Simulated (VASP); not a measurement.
# BP in VASP: notebook

BP is run at these levels: PBEsol; tasks: single point.

All numbers are computed with VASP 6.6.1; they aren't measurements. Logs are shortened: lines on timing, memory, paths and dates and some standing lists are left out, and cuts for length are marked.

### 1 The cell of the first run

The cell holds a slab with vacuum, 22 atoms: a = 4.520 Å, b = 5.536 Å, c = 25.613 Å, α = 90.00°, β = 90.00°, γ = 114.09°.

### 2 Single point, PBEsol

File INCAR:

```
SYSTEM = BP
PREC = Accurate
ENCUT = 520
EDIFF = 1E-6
ISMEAR = 0
SIGMA = 0.05
LREAL = Auto
LASPH = .True.
NELM = 100
ALGO = Normal
ISIF = 2
LWAVE = .False.
LCHARG = .False.
LDIPOL = .True.
IDIPOL = 3
DIPOL = 0.5 0.5 0.500
GGA = PS
NBANDS = 61
```

File KPOINTS:

```
Automatic mesh
0
Gamma
  7 5 1
  0 0 0
```

File POSCAR:

```
BP
1.0
    4.5201727882      0.0000000000      0.0000000000
   -2.2600863941      5.0537068122      0.0000000000
    0.0000000000      0.0000000000     25.6127843057
P B
11 11
Direct
    0.1000000000      0.7000000000      0.2928225183
    0.8000000000      0.1000000000      0.3322848957
    0.5000000000      0.5000000000      0.3717472732
    0.2000000000      0.9000000000      0.4112096507
    0.9000000000      0.3000000000      0.4506720282
    0.6000000000      0.7000000000      0.4901344056
    0.3000000000      0.1000000000      0.5295967831
    0.0000000000      0.5000000000      0.5690591606
    0.7000000000      0.9000000000      0.6085215381
    0.4000000000      0.3000000000      0.6479839155
    0.1000000000      0.7000000000      0.6874462930
    0.7000000000      0.4000000000      0.3125537070
    0.4000000000      0.8000000000      0.3520160845
    0.1000000000      0.2000000000      0.3914784619
    0.8000000000      0.6000000000      0.4309408394
    0.5000000000      0.0000000000      0.4704032169
    0.2000000000      0.4000000000      0.5098655944
    0.9000000000      0.8000000000      0.5493279718
    0.6000000000      0.2000000000      0.5887903493
    0.3000000000      0.6000000000      0.6282527268
    0.0000000000      0.0000000000      0.6677151043
    0.7000000000      0.4000000000      0.7071774817
```

Potentials or basis: VASP PAW PBE potentials, release 64 (P, B).

Started as:

```sh
$ cat potpaw_PBE.64/P/POTCAR potpaw_PBE.64/B/POTCAR > POTCAR
$ mpirun -np 1 vasp_std > vasp.out
```

OUTCAR:

```text
SYSTEM = BP
   PREC = Accurate
   ENCUT = 520
   EDIFF = 1E-6
   ISMEAR = 0
   LREAL = Auto
   LASPH = .True.
   NELM = 100
   ISIF = 2
   GGA = PS

 ion  position               nearest neighbor table
   1  0.100  0.700  0.293-  12 1.96  13 1.96
   2  0.800  0.100  0.332-  12 1.96  14 1.96  13 1.96
   3  0.500  0.500  0.372-  13 1.96  14 1.96  15 1.96  12 1.96
   4  0.200  0.900  0.411-  15 1.96  13 1.96  16 1.96  14 1.96
   5  0.900  0.300  0.451-  16 1.96  17 1.96  15 1.96  14 1.96
   6  0.600  0.700  0.490-  16 1.96  18 1.96  15 1.96  17 1.96
   7  0.300  0.100  0.530-  17 1.96  18 1.96  16 1.96  19 1.96
   8  0.000  0.500  0.569-  19 1.96  20 1.96  17 1.96  18 1.96
   9  0.700  0.900  0.609-  20 1.96  21 1.96  19 1.96  18 1.96
  10  0.400  0.300  0.648-  20 1.96  19 1.96  22 1.96  21 1.96
  11  0.100  0.700  0.687-  21 1.96  22 1.96  20 1.96
  12  0.700  0.400  0.313-   2 1.96   1 1.96   3 1.96
  13  0.400  0.800  0.352-   3 1.96   1 1.96   4 1.96   2 1.96
  14  0.100  0.200  0.391-   3 1.96   2 1.96   4 1.96   5 1.96
  15  0.800  0.600  0.431-   4 1.96   3 1.96   6 1.96   5 1.96
  16  0.500  0.000  0.470-   5 1.96   6 1.96   7 1.96   4 1.96
  17  0.200  0.400  0.510-   7 1.96   5 1.96   8 1.96   6 1.96
  18  0.900  0.800  0.549-   7 1.96   6 1.96   8 1.96   9 1.96
  19  0.600  0.200  0.589-   8 1.96  10 1.96   7 1.96   9 1.96
  20  0.300  0.600  0.628-   9 1.96  10 1.96   8 1.96  11 1.96
  21  0.000  0.000  0.668-  11 1.96   9 1.96  10 1.96
  22  0.700  0.400  0.707-  11 1.96  10 1.96

  LATTYP: Found a base centered orthorhombic cell.
 ALAT       =     4.5201727882
 B/A-ratio  =     2.2360679775
 C/A-ratio  =     5.6663285909

  Lattice vectors:

 A1 = (   2.2600863941,  -5.0537068122,   0.0000000000)
 A2 = (   2.2600863941,   5.0537068122,   0.0000000000)
 A3 = (   0.0000000000,   0.0000000000,  25.6127843057)

Analysis of symmetry for initial positions (statically):
=====================================================================
 Subroutine PRICEL returns:
 Original cell was already a primitive cell.

 Routine SETGRP: Setting up the symmetry group for a
 base centered orthorhombic supercell.

 Subroutine GETGRP returns: Found  1 space group operations
 (whereof  1 operations were pure point group operations)
 out of a pool of  8 trial point group operations.

The static configuration has the point symmetry C_1 .

Analysis of symmetry for dynamics (positions and initial velocities):
=====================================================================
 Subroutine PRICEL returns:
[... 177 lines left out ...]
   EMIN   =  10.00;   EMAX   =-10.00  energy-range for DOS
   EFERMI =   0.00;   METHOD = LEGACY
   ISMEAR =     0;   SIGMA  =   0.05  broadening in eV -4-tet -1-fermi 0-gaus
   EFERMI_NEDOS =   21; number of points for ismear=-14 and -15
   IALGO  =     38    algorithm
   IMIX   =      4    mixing-type and parameters
     AMIX     =   0.40;   BMIX     =  1.00
     AMIX_MAG =   1.60;   BMIX_MAG =  1.00
  volume/ion in A,a.u.               =      26.59       179.47
  Fermi-wavevector in a.u.,A,eV,Ry     =   0.870620  1.645232 10.312923  0.757978
  Thomas-Fermi vector in A             =   1.989611
   LORBIT       =      0    0 simple, 1 ext, 2 COOP (PROOUT), +10 PAW based schemes
   GGA     = PS    functional components
   LHFCALC =     F    Hartree Fock is set to
   AEXX    =    0.0000 exact exchange contribution
   IVDW    =     0    specifies the selected vdW correction
   LEPSILON=     F    determine dielectric tensor
   LRPA    =     F    only Hartree local field effects (RPA)
 non-spin polarized calculation
 Gauss-broadening in eV      SIGMA  =   0.05
  energy-cutoff  :      520.00
  volume of cell :      585.09
 maximum number of plane-waves:     15798
 NGX is ok and might be reduce to    36
   NGX = 17   NGY = 21   NGZ = 95

 dipolmoment           0.000000      0.000000     -0.058296 electrons x Angstroem

 number of electron      87.9999999 magnetization

 dipolmoment           0.000000      0.000000      0.016969 electrons x Angstroem

 Free energy of the ion-electron system (eV)
  ---------------------------------------------------
  ext. energy  EPLUGINS =         0.00000000
  ---------------------------------------------------
  free energy    TOTEN  =      -140.18349871 eV

  energy without entropy =     -140.17185105  energy(sigma->0) =     -140.17767488

 E-fermi :   0.3630     XC(G=0):  -5.6184

 val. band max:        0.3582546250   @ k =   0.1429  -0.0000   0.0000
 cond. band min:       0.3713919391   @ k =  -0.4286   0.4000   0.0000
 fundamental gap:      0.0131373141
 Fermi energy:         0.3630454524

 k-point     1 :       0.0000    0.0000    0.0000
  band No.  band energies     occupation
      1     -15.2790      2.00000
      2     -14.5084      2.00000
      3     -13.4193      2.00000
      4     -12.0912      2.00000
      5     -11.0669      2.00000
      6     -11.0505      2.00000
[... 1051 lines left out ...]
     55       3.7333      0.00000
     56       3.7716      0.00000
 [bands above 56 left out]

------------------------ aborting loop because EDIFF is reached ----------------------------------------

 vacuum level on the upper side and lower side of the slab       (xc-potential included)        -0.101        -0.233

  FORCE on cell =-STRESS in cart. coord.  units (eV):
  Direction    XX          YY          ZZ          XY          YZ          ZX
  --------------------------------------------------------------------------------------
  -------------------------------------------------------------------------------------
  Total       -7.9561736     -8.0558296     -4.8310748      1.8862156      0.3141195      0.6855998
  in kB      -21.7867757    -22.0596686    -13.2291661      5.1651156      0.8601687      1.8774112
  external PRESSURE =     -19.0252035 kB  Pullay stress =       0.0000000 kB

 VOLUME and BASIS-vectors are now :
 -----------------------------------------------------------------------------
  energy-cutoff  :      520.00
  volume of cell :      585.09
      direct lattice vectors                 reciprocal lattice vectors
     4.520172788  0.000000000  0.000000000     0.221230481  0.098937279  0.000000000
    -2.260086394  5.053706812  0.000000000     0.000000000  0.197874558  0.000000000
     0.000000000  0.000000000 25.612784306     0.000000000  0.000000000  0.039043002

 POSITION                                       TOTAL-FORCE (eV/Angst)
 -----------------------------------------------------------------------------------
     -1.13004      3.53759      7.50000        -1.164875     -0.260676     -0.353610
      3.39013      0.50537      8.51074        -0.010952     -0.801079     -0.601551
      1.13004      2.52685      9.52148        -0.654434     -0.538691     -0.705913
     -1.13004      4.54834     10.53222        -0.077229     -0.081475     -0.002162
      3.39013      1.51611     11.54297        -0.038781     -0.057439     -0.029822
      1.13004      3.53759     12.55371        -0.121327     -0.046087     -0.042031
[... 14 lines left out ...]
      0.00000      0.00000     17.10204         0.385568     -0.106255     -1.203917
      2.26009      2.02148     18.11278         1.519302      0.761599     -2.424106
 -----------------------------------------------------------------------------------
    total drift:                                0.000831      0.000056      0.006309

  FREE ENERGIE OF THE ION-ELECTRON SYSTEM (eV)
  ---------------------------------------------------
  free  energy   TOTEN  =      -140.1834987086 eV

  energy  without entropy=     -140.1718510517  energy(sigma->0) =     -140.17767488

 vacuum level on the upper side and lower side of the slab         5.621         5.486
```

stdout:

```text
POSCAR found type information on POSCAR P B
 POSCAR found :  2 types and      22 ions
 scaLAPACK will be used
 -----------------------------------------------------------------------------
|                                                                             |
|                                                                             |
[... 21 lines left out ...]
|     Results are often still useful ...                                      |
|                                                                             |
 -----------------------------------------------------------------------------

 POSCAR, INCAR and KPOINTS ok, starting setup
 FFT: planning ... GRIDC
 FFT: planning ... GRID_SOFT
 FFT: planning ... GRID
 WAVECAR not read
 entering main loop
```

Run time: 16 min. Hardware: 1 thread of Intel Xeon 6975P-C (Granite Rapids), shared host; peak memory 0.81 GiB.

What came out:

* Free energy: -140.1835 eV
* Largest force: 2.961 eV/Å
* Band gap on the k mesh: zero (bands 44 and 45 overlap by 0.17 eV)

Forces in eV/Å, atoms in the order of the input:
```
P   -1.165 -0.261 -0.354
P   -0.011 -0.801 -0.602
P   -0.654 -0.539 -0.706
P   -0.077 -0.081 -0.002
P   -0.039 -0.057 -0.030
P   -0.121 -0.046 -0.042
P   -0.168  0.056  0.106
P   -0.110 -0.070  0.141
P   -0.184  0.144  0.960
P   -0.708 -0.427  1.848
P   -1.324 -0.344  0.993
B    1.915  1.247  1.382
B   -0.151  0.117  0.176
B   -0.012  0.293  0.042
B    0.296  0.050  0.027
B    0.039  0.059  0.051
B   -0.004 -0.025 -0.024
B    0.125 -0.022 -0.074
B    0.303 -0.055 -0.172
B    0.148  0.106 -0.092
B    0.386 -0.106 -1.204
B    1.519  0.762 -2.424
```

Caveat: the PAW data sets were made with another functional, which shifts forces and pressure a little.

### 3 Single point, PBEsol

File INCAR:

```
SYSTEM = BP
  ALGO = Normal
  DIPOL = 0.5 0.5 0.500
  EDIFF = 1E-7
  ENCUT = 520
  GGA = PS
  IDIPOL = 3
  ISIF = 2
  ISMEAR = 0
  LASPH = .TRUE.
  LCHARG = .TRUE.
  LDIPOL = .TRUE.
  LELF = .TRUE.
  LREAL = Auto
  LVACPOTAV = .TRUE.
  LVHAR = .TRUE.
  LWAVE = .FALSE.
  NBANDS = 61
  NELM = 80
  PREC = Accurate
  SIGMA = 0.05
```

File KPOINTS:

```
k-points
0
G
  7 5 1
  0 0 0
```

File POSCAR:

```
BP
1.0
    4.5201727882      0.0000000000      0.0000000000
   -2.2600863941      5.0537068122      0.0000000000
    0.0000000000      0.0000000000     25.6127843057
P B
11 11
Direct
    0.0638551392      0.7568130824      0.2943330035
    0.8101015810      0.0830446118      0.3308612746
    0.4861651256      0.4969310131      0.3708285105
    0.1981322368      0.8984954892      0.4121866040
    0.8939807936      0.2993890258      0.4507372870
    0.5958546397      0.6987152663      0.4909123707
    0.2929334937      0.1002954040      0.5293465428
    0.0002543059      0.4983140950      0.5702557946
    0.6943020972      0.9034045911      0.6084582860
    0.3968840002      0.2893737136      0.6502575701
    0.0710164130      0.6783629247      0.6908932290
    0.7795504191      0.4344465474      0.3232059295
    0.3888025010      0.8048192076      0.3509056587
    0.0947260043      0.1953646257      0.3920469631
    0.7953575814      0.6004885362      0.4309667939
    0.4966095220     -0.0008829707      0.4709676257
    0.1936205577      0.4000933072      0.5098219320
    0.8990383795      0.7986067707      0.5503445692
    0.5907393841      0.1987227681      0.5876244276
    0.3058948321      0.6045449494      0.6310388325
   -0.0439230291      0.0525919117      0.6691304637
    0.7961040222      0.3080651297      0.6848763311
```

Potentials or basis: VASP PAW PBE potentials, release 64 (P, B).

Started as:

```sh
$ cat potpaw_PBE.64/P/POTCAR potpaw_PBE.64/B/POTCAR > POTCAR
$ mpirun -np 1 vasp_std > vasp.out
```

Run time: 24 min. Hardware: 1 thread of Intel Xeon 6975P-C (Granite Rapids), shared host; peak memory 0.81 GiB.

The run converged. Its results:

```
Free energy            : -142.7807 eV
Largest force          : 0.023 eV/Å
Band gap on the k mesh : zero (bands 44 and 45 overlap by 0.26 eV)
```

Forces on the atoms (eV/Å):
```
P    0.006  0.004 -0.015
P   -0.001  0.007 -0.010
P   -0.003  0.000 -0.002
P   -0.002  0.000 -0.004
P    0.002  0.002 -0.001
P    0.003 -0.002 -0.001
P   -0.003  0.001  0.001
P   -0.004  0.003  0.007
P    0.004 -0.003 -0.010
P    0.007 -0.001 -0.004
P    0.007  0.016  0.015
B    0.003 -0.003  0.001
B   -0.004 -0.006  0.000
B   -0.001  0.000  0.001
B    0.001  0.002  0.001
B    0.001 -0.001  0.002
B   -0.003  0.002  0.002
B   -0.003  0.000  0.003
B    0.008 -0.001  0.004
B   -0.007  0.005  0.006
B   -0.011 -0.017  0.006
B    0.001 -0.007 -0.003
```

Levels at points of the mesh, in eV from the Fermi level:
```
           k point  band 41  band 42  band 43  band 44  band 45  band 46  band 47  band 48
(0.00, 0.00, 0.00)    -1.00    -0.92    -0.28     0.00     0.61     1.29     1.60     1.93
```

Caveat: the PAW data sets were made with another functional, which shifts forces and pressure a little.
